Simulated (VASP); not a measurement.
# Mo (Im-3m) in VASP: notebook

Mo is run at these levels: PBE; tasks: single point.

Program: VASP 6.6.1. These are calculated values, not measurements. Logs are shortened: lines on timing, memory, paths and dates and some standing lists are left out, and cuts for length are marked.

## (1) The cell of the first run

It takes space group Im-3m (No. 229, cubic). Conventional cell: a = 3.147 Å, b = 3.147 Å, c = 3.147 Å, α = 90.00°, β = 90.00°, γ = 90.00°. Mo (site symmetry m-3m) has 14 Mo at 2.73 to 3.15 Å within 3.6 Å.

## (2) Single point, PBE

File INCAR:

```
SYSTEM = Mo
PREC = Accurate
ENCUT = 520
EDIFF = 1E-6
ISMEAR = 0
SIGMA = 0.05
LREAL = .False.
LASPH = .True.
NELM = 60
ALGO = Normal
ISIF = 2
LWAVE = .False.
LCHARG = .False.
GGA = PE
NBANDS = 13
```

File KPOINTS:

```
Automatic mesh
0
Gamma
  20 20 20
  0 0 0
```

File POSCAR:

```
Mo
1.0
   -1.5734150000      1.5734150000      1.5734150000
    1.5734150000     -1.5734150000      1.5734150000
    1.5734150000      1.5734150000     -1.5734150000
Mo
1
Direct
    0.0000000000      0.0000000000      0.0000000000
```

Potentials or basis: VASP PAW PBE potentials, release 64 (Mo_sv).

Run with:

```
$ cat potpaw_PBE.64/Mo_sv/POTCAR > POTCAR
$ mpirun -np 1 vasp_std > vasp.out
```

OUTCAR:

```text
SYSTEM = Mo
   PREC = Accurate
   ENCUT = 520
   EDIFF = 1E-6
   ISMEAR = 0
   LREAL = .False.
   LASPH = .True.
   NELM = 60
   ISIF = 2
   GGA = PE

 ion  position               nearest neighbor table
   1  0.000  0.000  0.000-

  LATTYP: Found a body centered cubic cell.
 ALAT       =     3.1468300000

  Lattice vectors:

 A1 = (  -1.5734150000,   1.5734150000,   1.5734150000)
 A2 = (   1.5734150000,  -1.5734150000,   1.5734150000)
 A3 = (   1.5734150000,   1.5734150000,  -1.5734150000)

Analysis of symmetry for initial positions (statically):
=====================================================================
 Subroutine PRICEL returns:
 Original cell was already a primitive cell.

 Routine SETGRP: Setting up the symmetry group for a
 body centered cubic supercell.

 Subroutine GETGRP returns: Found 48 space group operations
 (whereof 48 operations were pure point group operations)
 out of a pool of 48 trial point group operations.

The static configuration has the point symmetry O_h .

Analysis of symmetry for dynamics (positions and initial velocities):
=====================================================================
 Subroutine PRICEL returns:
 Original cell was already a primitive cell.

 Routine SETGRP: Setting up the symmetry group for a
 body centered cubic supercell.

 Subroutine GETGRP returns: Found 48 space group operations
 (whereof 48 operations were pure point group operations)
 out of a pool of 48 trial point group operations.

The dynamic configuration has the point symmetry O_h .

 Subroutine INISYM returns: Found 48 space group operations
 (whereof 48 operations are pure point group operations),
 and found     1 'primitive' translations

----------------------------------------------------------------------------------------

                                     Primitive cell

  volume of cell :      15.5808

  direct lattice vectors                    reciprocal lattice vectors
    -1.573415000  1.573415000  1.573415000     0.000000000  0.317780115  0.317780115
     1.573415000 -1.573415000  1.573415000     0.317780115  0.000000000  0.317780115
     1.573415000  1.573415000 -1.573415000     0.317780115  0.317780115  0.000000000

  length of vectors
     2.725234721  2.725234721  2.725234721     0.449408949  0.449408949  0.449408949

  position of ions in fractional coordinates (direct lattice)
     0.000000000  0.000000000  0.000000000

  ion indices of the primitive-cell ions
   primitive index   ion index
                 1           1

----------------------------------------------------------------------------------------

 KPOINTS: Automatic mesh

Automatic generation of k-mesh.
 Grid dimensions read from file:
 generate k-points for:   20   20   20

 Generating k-lattice:

  Cartesian coordinates                     Fractional coordinates (reciprocal lattice)
     0.000000000  0.015889006  0.015889006     0.050000000  0.000000000  0.000000000
     0.015889006  0.000000000  0.015889006     0.000000000  0.050000000  0.000000000
     0.015889006  0.015889006  0.000000000     0.000000000  0.000000000  0.050000000

  Length of vectors
     0.022470447  0.022470447  0.022470447

  Shift w.r.t. Gamma in fractional coordinates (k-lattice)
     0.000000000  0.000000000  0.000000000

 Subroutine IBZKPT returns following result:
 ===========================================

 Found    256 irreducible k-points:

 Following reciprocal coordinates:
            Coordinates               Weight
  0.000000  0.000000  0.000000      1.000000
  0.050000  0.000000  0.000000     12.000000
  0.100000  0.000000  0.000000     12.000000
  0.150000  0.000000  0.000000     12.000000
  0.200000  0.000000  0.000000     12.000000
  0.250000  0.000000  0.000000     12.000000
[... 16 lines left out ...]
  0.200000  0.100000  0.000000     48.000000
  0.250000  0.100000  0.000000     48.000000
 [... further k-points ...]
   k-points           NKPTS =    256   k-points in BZ     NKDIM =    256   number of bands    NBANDS=     13
   number of dos      NEDOS =    301   number of ions     NIONS =      1
   total plane-waves  NPLWV =   8000
   dimension x,y,z NGX =    20 NGY =   20 NGZ =   20
   dimension x,y,z NGXF=    40 NGYF=   40 NGZF=   40
   ions per type =               1
   NGX,Y,Z   is equivalent  to a cutoff of  12.20, 12.20, 12.20 a.u.
   NGXF,Y,Z  is equivalent  to a cutoff of  24.40, 24.40, 24.40 a.u.
 SYSTEM =  Mo
   PREC   = accura    normal or accurate (medium, high low for compatibility)
   ISTART =      0    job   : 0-new  1-cont  2-samecut
   ICHARG =      2    charge: 1-file 2-atom 10-const
   ISPIN  =      1    spin polarized calculation?
   LNONCOLLINEAR =      F non collinear calculations
   LSORBIT =      F    spin-orbit coupling
   LASPH  =      T    aspherical Exc in radial PAW
   ENCUT  =  520.0 eV  38.22 Ry    6.18 a.u.   5.07  5.07  5.07*2*pi/ulx,y,z
   NELM   =     60;   NELMIN=  2; NELMDL= -5     # of ELM steps
   EDIFF  = 0.1E-05   stopping-criterion for ELM
   LREAL  =      F    real-space projection
   EDIFFG = 0.1E-04   stopping-criterion for IOM
   NSW    =      0    number of steps for IOM
   IBRION =     -1    ionic relax: 0-MD 1-quasi-New 2-CG
   NFREE  =      0    steps in history (QN), initial steepest desc. (CG)
   ISIF   =      2    stress and relaxation
   ISYM   =      2    0-nonsym 1-usesym 2-fastsym
   POTIM  = 0.5000    time-step for ionic-motion
   TEBEG  =    0.0;   TEEND  =   0.0 temperature during run
   PSTRESS=    0.0 pullay stress
   NELECT =      14.0000    total number of electrons
   NUPDOWN=      -1.0000    fix difference up-down
   EMIN   =  10.00;   EMAX   =-10.00  energy-range for DOS
   EFERMI =   0.00;   METHOD = LEGACY
   ISMEAR =     0;   SIGMA  =   0.05  broadening in eV -4-tet -1-fermi 0-gaus
   EFERMI_NEDOS =   21; number of points for ismear=-14 and -15
   IALGO  =     38    algorithm
   IMIX   =      4    mixing-type and parameters
     AMIX     =   0.40;   BMIX     =  1.00
     AMIX_MAG =   1.60;   BMIX_MAG =  1.00
  volume/ion in A,a.u.               =      15.58       105.14
  Fermi-wavevector in a.u.,A,eV,Ry     =   1.579747  2.985289 33.954710  2.495601
  Thomas-Fermi vector in A             =   2.680079
   LORBIT       =      0    0 simple, 1 ext, 2 COOP (PROOUT), +10 PAW based schemes
   GGA     = PE    functional components
   LHFCALC =     F    Hartree Fock is set to
   AEXX    =    0.0000 exact exchange contribution
   IVDW    =     0    specifies the selected vdW correction
   LEPSILON=     F    determine dielectric tensor
   LRPA    =     F    only Hartree local field effects (RPA)
 non-spin polarized calculation
 Gauss-broadening in eV      SIGMA  =   0.05
  energy-cutoff  :      520.00
  volume of cell :       15.58
 maximum number of plane-waves:       431
   NGX = 11   NGY = 11   NGZ = 11

 number of electron      14.0000001 magnetization

 Free energy of the ion-electron system (eV)
  ---------------------------------------------------
  ext. energy  EPLUGINS =         0.00000000
  ---------------------------------------------------
  free energy    TOTEN  =       -10.93428029 eV

  energy without entropy =      -10.93349030  energy(sigma->0) =      -10.93388529

 E-fermi :  12.6703     XC(G=0): -13.4095

 val. band max:       12.6550060638   @ k =  -0.2000   0.2000   0.1000
 cond. band min:      12.6979515325   @ k =  -0.4500   0.5000   0.0500
 fundamental gap:      0.0429454687
 Fermi energy:        12.6703151155

 k-point     1 :       0.0000    0.0000    0.0000
  band No.  band energies     occupation
      1     -48.6388      2.00000
      2     -21.8972      2.00000
      3     -21.8972      2.00000
      4     -21.8972      2.00000
      5       5.3995      2.00000
      6      11.2739      2.00000
      7      11.2739      2.00000
      8      11.2739      2.00000
      9      14.3118      0.00000
     10      14.3118      0.00000
     11      27.4836      0.00000
     12      27.4836      0.00000
     13      27.4836      0.00000

 k-point     2 :       0.0500    0.0000    0.0000
  band No.  band energies     occupation
      1     -48.6324      2.00000
      2     -21.9344      2.00000
      3     -21.9087      2.00000
      4     -21.8975      2.00000
      5       5.5113      2.00000
      6      11.2105      2.00000
      7      11.2642      2.00000
      8      11.3784      2.00000
      9      14.2159      0.00000
     10      14.3132      0.00000
     11      27.5690      0.00000
     12      27.6717      0.00000
     13      27.7082      0.00000

 k-point     3 :       0.1000    0.0000    0.0000
  band No.  band energies     occupation
      1     -48.6137      2.00000
      2     -22.0413      2.00000
      3     -21.9417      2.00000
      4     -21.8983      2.00000
      5       5.8337      2.00000
      6      11.0318      2.00000
      7      11.2227      2.00000
      8      11.6882      2.00000
      9      13.9911      0.00000
     10      14.3210      0.00000
     11      27.7844      0.00000
     12      28.2228      0.00000
     13      28.2893      0.00000
[... 305 lines left out ...]
 k-point    23 :       0.2000    0.1000    0.0000
  band No.  band energies     occupation
      1     -48.4934      2.00000
      2     -22.6689      2.00000
      3     -22.1320      2.00000
      4     -21.9497      2.00000
      5       7.6617      2.00000
      6      10.1644      2.00000
      7      10.6776      2.00000
      8      13.5141      0.00000
      9      14.2171      0.00000
     10      14.7254      0.00000
     11      27.8350      0.00000
     12      28.7737      0.00000
     13      31.0304      0.00000

 k-point    24 :       0.2500    0.1000    0.0000
  band No.  band energies     occupation
      1     -48.4538      2.00000
      2     -22.8582      2.00000
      3     -22.2121      2.00000
      4     -21.9537      2.00000
      5       7.9109      2.00000
      6       9.8764      2.00000
      7      10.9823      2.00000
      8      13.6921      0.00000
      9      14.8145      0.00000
     10      15.2480      0.00000
     11      26.9396      0.00000
     12      27.9661      0.00000
     13      32.1915      0.00000

 [... further k-points ...]
[... 5 lines left out ...]
  --------------------------------------------------------------------------------------
  -------------------------------------------------------------------------------------
  Total        0.4094858      0.4094858      0.4094858     -0.0000000     -0.0000000      0.0000000
  in kB       42.1075130     42.1075130     42.1075130     -0.0000000     -0.0000000      0.0000000
  external PRESSURE =      42.1075130 kB  Pullay stress =       0.0000000 kB

 VOLUME and BASIS-vectors are now :
 -----------------------------------------------------------------------------
  energy-cutoff  :      520.00
  volume of cell :       15.58
      direct lattice vectors                 reciprocal lattice vectors
    -1.573415000  1.573415000  1.573415000     0.000000000  0.317780115  0.317780115
     1.573415000 -1.573415000  1.573415000     0.317780115  0.000000000  0.317780115
     1.573415000  1.573415000 -1.573415000     0.317780115  0.317780115  0.000000000

 POSITION                                       TOTAL-FORCE (eV/Angst)
 -----------------------------------------------------------------------------------
      0.00000      0.00000      0.00000         0.000000      0.000000      0.000000
 -----------------------------------------------------------------------------------
    total drift:                                0.000000     -0.000000     -0.000000

  FREE ENERGIE OF THE ION-ELECTRON SYSTEM (eV)
  ---------------------------------------------------
  free  energy   TOTEN  =       -10.9342802916 eV

  energy  without entropy=      -10.9334902962  energy(sigma->0) =      -10.93388529
```

Run time: 40 s. Hardware: 1 thread of AMD EPYC 7R43 (Zen 3), shared host; peak memory 0.12 GiB.

Results:

| Property | Result |
| --- | --- |
| Free energy | -10.9343 eV |
| Pressure | 4.2 GPa |
| Band gap on the k mesh | zero (band 7 reaches 16.64 eV, above the bottom of band 8 at 11.27 eV) |

Levels at points of the mesh, in eV from the Fermi level:
| k point | band 3 | band 4 | band 5 | band 6 | band 7 | band 8 | band 9 | band 10 | band 11 | band 12 |
| --- | --- | --- | --- | --- | --- | --- | --- | --- | --- | --- |
| (0.00, 0.00, 0.00) | -34.57 | -34.57 | -7.27 | -1.40 | -1.40 | -1.40 | 1.64 | 1.64 | 14.81 | 14.81 |
| (0.50, 0.00, 0.00) | -35.02 | -34.58 | -5.37 | -3.44 | 1.61 | 1.67 | 2.30 | 4.74 | 11.67 | 11.94 |
| (0.50, 0.50, 0.50) | -35.54 | -35.54 | -5.49 | -5.49 | 3.97 | 3.97 | 3.97 | 9.06 | 9.06 | 9.06 |

(Part 1 of 2 ends here.)
